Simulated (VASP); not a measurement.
# Zr (I4/mmm) in VASP: further runs, part 2 of 2

VASP 6.6.1.

## 3. Single point, LDA (equal xx and yy strain of -1 %)

File INCAR:

```
SYSTEM = Zr
  PREC = Accurate
  ENCUT = 520
  EDIFF = 1E-6
  ISMEAR = -1
  SIGMA = 0.03
  LREAL = .FALSE.
  LASPH = .TRUE.
  NELM = 80
  ALGO = Normal
  ISIF = 2
  LWAVE = .FALSE.
  LCHARG = .FALSE.
  NBANDS = 12
```

File KPOINTS:

```
Automatic mesh
0
G
  16 16 16
  0 0 0
```

File POSCAR:

```
Zr
1.0
   -1.7919000000      1.7919000000      1.8100000000
    1.7919000000     -1.7919000000      1.8100000000
    1.7919000000      1.7919000000     -1.8100000000
Zr
1
Direct
    0.0000000000      0.0000000000      0.0000000000
```

Potentials or basis: VASP PAW LDA potentials, release 64 (Zr_sv).

Launch:

```
> cat potpaw_LDA.64/Zr_sv/POTCAR > POTCAR
> mpirun -np 1 vasp_std > vasp.out
```

OUTCAR:

```text
SYSTEM = Zr
   PREC = Accurate
   ENCUT = 520
   EDIFF = 1E-6
   ISMEAR = -1
   LREAL = .FALSE.
   LASPH = .TRUE.
   NELM = 80
   ISIF = 2

 ion  position               nearest neighbor table
   1  0.000  0.000  0.000-

  LATTYP: Found a body centered tetragonal cell.
 ALAT       =     3.5838000000
 C/A-ratio  =     1.0101010101

  Lattice vectors:

 A1 = (  -1.7919000000,   1.7919000000,   1.8100000000)
 A2 = (   1.7919000000,  -1.7919000000,   1.8100000000)
 A3 = (   1.7919000000,   1.7919000000,  -1.8100000000)

Analysis of symmetry for initial positions (statically):
=====================================================================
 Subroutine PRICEL returns:
 Original cell was already a primitive cell.

 Routine SETGRP: Setting up the symmetry group for a
 body centered tetragonal supercell.

 Subroutine GETGRP returns: Found 16 space group operations
 (whereof 16 operations were pure point group operations)
 out of a pool of 16 trial point group operations.

The static configuration has the point symmetry D_4h.

Analysis of symmetry for dynamics (positions and initial velocities):
=====================================================================
 Subroutine PRICEL returns:
 Original cell was already a primitive cell.

 Routine SETGRP: Setting up the symmetry group for a
 body centered tetragonal supercell.

 Subroutine GETGRP returns: Found 16 space group operations
 (whereof 16 operations were pure point group operations)
 out of a pool of 16 trial point group operations.

The dynamic configuration has the point symmetry D_4h.

 Subroutine INISYM returns: Found 16 space group operations
 (whereof 16 operations are pure point group operations),
 and found     1 'primitive' translations

----------------------------------------------------------------------------------------

                                     Primitive cell

  volume of cell :      23.2470

  direct lattice vectors                    reciprocal lattice vectors
    -1.791900000  1.791900000  1.810000000     0.000000000  0.279033428  0.276243094
     1.791900000 -1.791900000  1.810000000     0.279033428  0.000000000  0.276243094
     1.791900000  1.791900000 -1.810000000     0.279033428  0.279033428  0.000000000

  length of vectors
     3.114146949  3.114146949  3.114146949     0.392644752  0.392644752  0.394612859

  position of ions in fractional coordinates (direct lattice)
     0.000000000  0.000000000  0.000000000

  ion indices of the primitive-cell ions
   primitive index   ion index
                 1           1

----------------------------------------------------------------------------------------

 KPOINTS: Automatic mesh

Automatic generation of k-mesh.
 Grid dimensions read from file:
 generate k-points for:   16   16   16

 Generating k-lattice:

  Cartesian coordinates                     Fractional coordinates (reciprocal lattice)
     0.000000000  0.017439589  0.017265193     0.062500000  0.000000000 -0.000000000
     0.017439589  0.000000000  0.017265193     0.000000000  0.062500000 -0.000000000
     0.017439589  0.017439589  0.000000000     0.000000000  0.000000000  0.062500000

  Length of vectors
     0.024540297  0.024540297  0.024663304

  Shift w.r.t. Gamma in fractional coordinates (k-lattice)
     0.000000000  0.000000000  0.000000000

 Subroutine IBZKPT returns following result:
 ===========================================

 Found    349 irreducible k-points:

 Following reciprocal coordinates:
            Coordinates               Weight
  0.000000  0.000000  0.000000      1.000000
  0.062500  0.000000 -0.000000      8.000000
  0.125000  0.000000 -0.000000      8.000000
  0.187500  0.000000 -0.000000      8.000000
  0.250000  0.000000 -0.000000      8.000000
  0.312500  0.000000  0.000000      8.000000
[... 16 lines left out ...]
 -0.125000  0.062500  0.000000     16.000000
 -0.062500  0.062500  0.000000      4.000000
 [... further k-points ...]
   k-points           NKPTS =    349   k-points in BZ     NKDIM =    349   number of bands    NBANDS=     12
   number of dos      NEDOS =    301   number of ions     NIONS =      1
   total plane-waves  NPLWV =  13824
   dimension x,y,z NGX =    24 NGY =   24 NGZ =   24
   dimension x,y,z NGXF=    48 NGYF=   48 NGZF=   48
   ions per type =               1
   NGX,Y,Z   is equivalent  to a cutoff of  12.81, 12.81, 12.81 a.u.
   NGXF,Y,Z  is equivalent  to a cutoff of  25.62, 25.62, 25.62 a.u.
 SYSTEM =  Zr
   PREC   = accura    normal or accurate (medium, high low for compatibility)
   ISTART =      0    job   : 0-new  1-cont  2-samecut
   ICHARG =      2    charge: 1-file 2-atom 10-const
   ISPIN  =      1    spin polarized calculation?
   LNONCOLLINEAR =      F non collinear calculations
   LSORBIT =      F    spin-orbit coupling
   LASPH  =      T    aspherical Exc in radial PAW
   ENCUT  =  520.0 eV  38.22 Ry    6.18 a.u.   5.79  5.79  5.79*2*pi/ulx,y,z
   NELM   =     80;   NELMIN=  2; NELMDL= -5     # of ELM steps
   EDIFF  = 0.1E-05   stopping-criterion for ELM
   LREAL  =      F    real-space projection
   EDIFFG = 0.1E-04   stopping-criterion for IOM
   NSW    =      0    number of steps for IOM
   IBRION =     -1    ionic relax: 0-MD 1-quasi-New 2-CG
   NFREE  =      0    steps in history (QN), initial steepest desc. (CG)
   ISIF   =      2    stress and relaxation
   ISYM   =      2    0-nonsym 1-usesym 2-fastsym
   POTIM  = 0.5000    time-step for ionic-motion
   TEBEG  =    0.0;   TEEND  =   0.0 temperature during run
   PSTRESS=    0.0 pullay stress
   NELECT =      12.0000    total number of electrons
   NUPDOWN=      -1.0000    fix difference up-down
   EMIN   =  10.00;   EMAX   =-10.00  energy-range for DOS
   EFERMI =   0.00;   METHOD = LEGACY
   ISMEAR =    -1;   SIGMA  =   0.03  broadening in eV -4-tet -1-fermi 0-gaus
   EFERMI_NEDOS =   21; number of points for ismear=-14 and -15
   IALGO  =     38    algorithm
   IMIX   =      4    mixing-type and parameters
     AMIX     =   0.40;   BMIX     =  1.00
     AMIX_MAG =   1.60;   BMIX_MAG =  1.00
  volume/ion in A,a.u.               =      23.25       156.88
  Fermi-wavevector in a.u.,A,eV,Ry     =   1.313247  2.481678 23.464862  1.724619
  Thomas-Fermi vector in A             =   2.443583
   LORBIT       =      0    0 simple, 1 ext, 2 COOP (PROOUT), +10 PAW based schemes
   GGA     = CA    functional components
   LHFCALC =     F    Hartree Fock is set to
   AEXX    =    0.0000 exact exchange contribution
   IVDW    =     0    specifies the selected vdW correction
   LEPSILON=     F    determine dielectric tensor
   LRPA    =     F    only Hartree local field effects (RPA)
 non-spin polarized calculation
  energy-cutoff  :      520.00
  volume of cell :       23.25
 maximum number of plane-waves:       646
   NGX = 11   NGY = 11   NGZ = 11

 number of electron      12.0000000 magnetization

 Free energy of the ion-electron system (eV)
  ---------------------------------------------------
  ext. energy  EPLUGINS =         0.00000000
  ---------------------------------------------------
  free energy    TOTEN  =        -9.19307403 eV

  energy without entropy =       -9.18705233  energy(sigma->0) =       -9.19006318

 E-fermi :   8.5250     XC(G=0): -11.2957

 val. band max:        8.5204313783   @ k =   0.1250   0.1250   0.0625
 cond. band min:       8.5266072339   @ k =   0.3125   0.3125   0.1875
 fundamental gap:      0.0061758556
 Fermi energy:         8.5249913904

 k-point     1 :       0.0000    0.0000    0.0000
  band No.  band energies     occupation
      1     -39.6869      2.00000
      2     -17.3326      2.00000
      3     -17.3326      2.00000
      4     -17.3320      2.00000
      5       3.1797      2.00000
      6       9.5771      0.00000
      7       9.5771      0.00000
      8       9.6733      0.00000
      9      12.0330      0.00000
     10      12.1650      0.00000
     11      20.8638      0.00000
     12      21.0139      0.00000
[... 331 lines left out ...]
 k-point    24 :      -0.0625    0.0625    0.0000
  band No.  band energies     occupation
      1     -39.6810      2.00000
      2     -17.3729      2.00000
      3     -17.3445      2.00000
      4     -17.3331      2.00000
      5       3.3148      2.00000
      6       9.4860      0.00000
      7       9.6426      0.00000
      8       9.7073      0.00000
      9      12.0247      0.00000
     10      12.0353      0.00000
     11      21.1081      0.00000
     12      21.1313      0.00000

 [... further k-points ...]

------------------------ aborting loop because EDIFF is reached ----------------------------------------

  FORCE on cell =-STRESS in cart. coord.  units (eV):
  Direction    XX          YY          ZZ          XY          YZ          ZX
  --------------------------------------------------------------------------------------
  -------------------------------------------------------------------------------------
  Total       -1.1857169     -1.1857169     -1.1540026      0.0000000     -0.0000000     -0.0000000
  in kB      -81.7194588    -81.7194588    -79.5337143      0.0000000     -0.0000000     -0.0000000
  external PRESSURE =     -80.9908773 kB  Pullay stress =       0.0000000 kB

 VOLUME and BASIS-vectors are now :
 -----------------------------------------------------------------------------
  energy-cutoff  :      520.00
  volume of cell :       23.25
      direct lattice vectors                 reciprocal lattice vectors
    -1.791900000  1.791900000  1.810000000     0.000000000  0.279033428  0.276243094
     1.791900000 -1.791900000  1.810000000     0.279033428  0.000000000  0.276243094
     1.791900000  1.791900000 -1.810000000     0.279033428  0.279033428  0.000000000

 POSITION                                       TOTAL-FORCE (eV/Angst)
 -----------------------------------------------------------------------------------
      0.00000      0.00000      0.00000         0.000000      0.000000     -0.000000
 -----------------------------------------------------------------------------------
    total drift:                                0.000000      0.000000      0.000000

  FREE ENERGIE OF THE ION-ELECTRON SYSTEM (eV)
  ---------------------------------------------------
  free  energy   TOTEN  =        -9.1930740335 eV

  energy  without entropy=       -9.1870523280  energy(sigma->0) =       -9.19006318
```

stdout:

```text
POSCAR found type information on POSCAR Zr
 POSCAR found :  1 types and       1 ions
 scaLAPACK will be used
 LDA part: xc-table for (Slater(with rela. corr.)+CA(PZ))
 , standard interpolation
 POSCAR, INCAR and KPOINTS ok, starting setup
 FFT: planning ... GRIDC
 FFT: planning ... GRID_SOFT
 FFT: planning ... GRID
 WAVECAR not read
 entering main loop
```

It took 91 s on 1 thread of Intel Xeon 8259CL, shared host; peak memory 0.2 GiB.

What came out:

```yaml
Free_energy: -9.1931 eV
Pressure: -8.1 GPa
Band_gap_on_the_k_mesh: zero (bands 6 and 7 overlap by 1.77 eV)
```

Levels at points of the mesh, in eV from the Fermi level:
```csv
k point,band 3,band 4,band 5,band 6,band 7,band 8,band 9,band 10
"(0.00, 0.00, 0.00)",-25.86,-25.86,-5.35,1.05,1.05,1.15,3.51,3.64
"(0.50, 0.00, 0.00)",-26.17,-25.86,-2.79,-0.66,1.66,3.50,4.21,6.31
"(0.50, 0.50, 0.00)",-26.18,-25.87,-2.79,-0.76,1.72,3.64,4.27,6.33
"(0.50, 0.50, 0.50)",-26.53,-26.53,-2.55,-2.52,5.62,5.65,5.65,7.28
```

Caveat: the cell differs from its parent crystal (equal xx and yy strain of -1 %); the cell stands under tension.

## 4. Single point, LDA (equal xx and yy strain of +1 %)

File INCAR:

```
SYSTEM = Zr
ALGO     = Normal         ! electronic algorithm
EDIFF    = 1E-7           ! SCF threshold, eV
ENCUT    = 520            ! plane-wave cutoff, eV
ISIF     = 2              ! what is computed and relaxed
ISMEAR   = -1             ! smearing method
LASPH    = .True.         ! aspherical terms in the spheres
LCHARG   = .False.        ! write CHGCAR
LREAL    = .False.        ! projectors in reciprocal space
LWAVE    = .False.        ! write WAVECAR
NBANDS   = 12             ! bands
NELM     = 100            ! most SCF steps
PREC     = Accurate       ! precision mode
SIGMA    = 0.03           ! smearing width, eV
```

File KPOINTS:

```
k-points
0
Gamma
  16 16 16
  0 0 0
```

File POSCAR:

```
Zr
1.0
   -1.8281000000      1.8281000000      1.8100000000
    1.8281000000     -1.8281000000      1.8100000000
    1.8281000000      1.8281000000     -1.8100000000
Zr
1
Direct
    0.0000000000      0.0000000000      0.0000000000
```

Launch:

```
> cat potpaw_LDA.64/Zr_sv/POTCAR > POTCAR
> mpirun -np 1 vasp_std > vasp.out
```

Run time: 90 s. Hardware: 1 thread of Intel Xeon 8259CL, shared host; peak memory 0.21 GiB.

It converged, with:

```yaml
Free_energy: -9.1373 eV
Pressure: -10.8 GPa
Band_gap_on_the_k_mesh: zero (bands 6 and 7 overlap by 1.73 eV)
```

Stress tensor (GPa, compression positive):
```
-10.67   0.00   0.00
  0.00 -10.67   0.00
  0.00   0.00 -10.93
```

Levels at points of the mesh, in eV from the Fermi level:
| k point | band 4 | band 5 | band 6 | band 7 | band 8 | band 9 |
| --- | --- | --- | --- | --- | --- | --- |
| (0.00, 0.00, 0.00) | -26.00 | -5.28 | 0.99 | 1.08 | 1.08 | 3.37 |
| (0.50, 0.00, 0.00) | -26.01 | -2.68 | -0.67 | 1.54 | 3.43 | 4.07 |
| (0.50, 0.50, 0.00) | -26.00 | -2.68 | -0.57 | 1.48 | 3.31 | 4.00 |
| (0.50, 0.50, 0.50) | -26.59 | -2.39 | -2.37 | 5.36 | 5.36 | 5.39 |

Caveat: the cell differs from its parent crystal (equal xx and yy strain of +1 %); the cell stands under tension.

## 5. Summary

| cell | gap on the mesh (eV) | pressure (GPa) |
| --- | --- | --- |
| a = 3.093 Å, angles 110.0, 110.0, 108.4°, 1 atom | none | -6.6 |
| a = 3.114 Å, angles 109.7, 109.7, 108.9°, 1 atom | none | -8.1 |
| a = 3.156 Å, angles 109.2, 109.2, 110.0°, 1 atom | none | -10.8 |

Alike in all rows: task single point; level LDA; potentials or basis VASP PAW LDA potentials, release 64 (Zr_sv); no spin polarisation; k mesh 16 × 16 × 16; cutoff (eV) 520; smearing fermi-dirac 0.03 eV.

Caveats: the cell stands under tension.

Total energies depend on the potentials used, so only differences within one code and one set of settings carry meaning.
